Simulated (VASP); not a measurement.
A run of VASP 6.6.1:

INCAR

```
ALGO     = Normal         # electronic algorithm
EDIFF    = 1E-6           # SCF threshold, eV
ENCUT    = 520            # plane-wave cutoff, eV
GGA      = PE             # functional
ISIF     = 2              # what is computed and relaxed
ISMEAR   = 0              # smearing method
LASPH    = T              # aspherical terms in the spheres
LCHARG   = F              # write CHGCAR
LREAL    = F              # projectors in reciprocal space
LWAVE    = F              # write WAVECAR
NBANDS   = 25             # bands
NELM     = 60             # most SCF steps
PREC     = Accurate       # precision mode
SIGMA    = 0.05           # smearing width, eV
```

Contents of KPOINTS:

```
k-points
0
Gamma
  6 6 10
```

POSCAR

```
SiO2
1.0
    4.3555060581      0.0000000000      0.0000000000
    0.0000000000      4.3555060581      0.0000000000
    0.0000000000      0.0000000000      2.5450013350
Si O
2 4
Direct
    0.5000000000      0.5000000000      0.5000000000
    0.0000000000      0.0000000000      0.0000000000
    0.6930152168      0.6930152168      0.0000000000
    0.1930152168      0.8069847832      0.5000000000
    0.3069847832      0.3069847832      0.0000000000
    0.8069847832      0.1930152168      0.5000000000
```

Potentials or basis: VASP PAW PBE potentials, release 64 (Si, O).

Run with:

```bash
$ cat potpaw_PBE.64/Si/POTCAR potpaw_PBE.64/O/POTCAR > POTCAR
$ mpirun -np 1 vasp_std > vasp.out
```

Hardware: 1 thread of Intel(R) Xeon(R) Platinum 8488C (Sapphire Rapids) (shared host).

Task: Estimate the wall time of this run.

Result: Run time: 40 s on 1 thread of Intel(R) Xeon(R) Platinum 8488C (Sapphire Rapids), on a shared host, peak memory 0.18 GiB. Counts: scf iterations 13, k points 60.
